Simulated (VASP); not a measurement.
Here is a VASP 6.6.1 calculation.

File INCAR:

```
SYSTEM = GeSe
ALGO     = Normal         ! electronic algorithm
EDIFF    = 1E-6           ! SCF threshold, eV
ENCUT    = 520            ! plane-wave cutoff, eV
GGA      = PE             ! functional
ISIF     = 2              ! what is computed and relaxed
ISMEAR   = 0              ! smearing method
LASPH    = .TRUE.         ! aspherical terms in the spheres
LCHARG   = .FALSE.        ! write CHGCAR
LREAL    = Auto         
LUSENCCL = .FALSE.      
LWAVE    = .FALSE.        ! write WAVECAR
NBANDS   = 182            ! bands
NELM     = 100            ! most SCF steps
PREC     = Accurate       ! precision mode
SIGMA    = 0.01           ! smearing width, eV
```

The input KPOINTS:

```
Automatic mesh
0
Gamma
  2 2 2
  0.5 0.5 0.5
```

File POSCAR:

```
GeSe
1.0
    0.0000000000      7.7594287192      4.5342506580
    0.0000000000     -7.7594287192      4.5342506580
   11.1941400952      0.0000000000      0.0000000000
Ge Se
16 16
Direct
    0.3728425530      0.7478425530      0.1266618712
    0.1228425530      0.9978425530      0.1266618712
    0.6228425530      0.4978425530      0.1266618712
    0.8728425530      0.2478425530      0.1266618712
    0.8771574470      0.0021574470      0.8733381288
    0.6271574470      0.2521574470      0.8733381288
    0.1271574470      0.7521574470      0.8733381288
    0.3771574470      0.5021574470      0.8733381288
    0.7478425530      0.8728425530      0.3733381288
    0.4978425530      0.1228425530      0.3733381288
    0.9978425530      0.6228425530      0.3733381288
    0.2478425530      0.3728425530      0.3733381288
    0.5021574470      0.8771574470      0.6266618712
    0.2521574470      0.1271574470      0.6266618712
    0.7521574470      0.6271574470      0.6266618712
    0.0021574470      0.3771574470      0.6266618712
    0.5621684017      0.9371684017      0.8525597356
    0.3121684017      0.1871684017      0.8525597356
    0.8121684017      0.6871684017      0.8525597356
    0.0621684017      0.4371684017      0.8525597356
    0.6878315983      0.8128315983      0.1474402644
    0.4378315983      0.0628315983      0.1474402644
    0.9378315983      0.5628315983      0.1474402644
    0.1878315983      0.3128315983      0.1474402644
    0.9371684017      0.0621684017      0.6474402644
    0.6871684017      0.3121684017      0.6474402644
    0.1871684017      0.8121684017      0.6474402644
    0.4371684017      0.5621684017      0.6474402644
    0.3128315983      0.6878315983      0.3525597356
    0.0628315983      0.9378315983      0.3525597356
    0.5628315983      0.4378315983      0.3525597356
    0.8128315983      0.1878315983      0.3525597356
```

Potentials or basis: VASP PAW PBE potentials, release 64 (Ge_d, Se).

Launch:

```sh
$ cat potpaw_PBE.64/Ge_d/POTCAR potpaw_PBE.64/Se/POTCAR > POTCAR
$ mpirun -np 1 vasp_std > vasp.out
```

Problem. Estimate the largest force.

Solution. 0.070 eV/Å.

Problem. What does it give for the pressure?

Solution. 0.0 GPa.

Problem. Estimate the band gap on the k mesh.

Solution. 1.26 eV.

Stress tensor (GPa, compression positive):
```
 0.08  0.00  0.00
 0.00 -0.14  0.00
 0.00  0.00  0.07
```

A k mesh can miss the band edges.
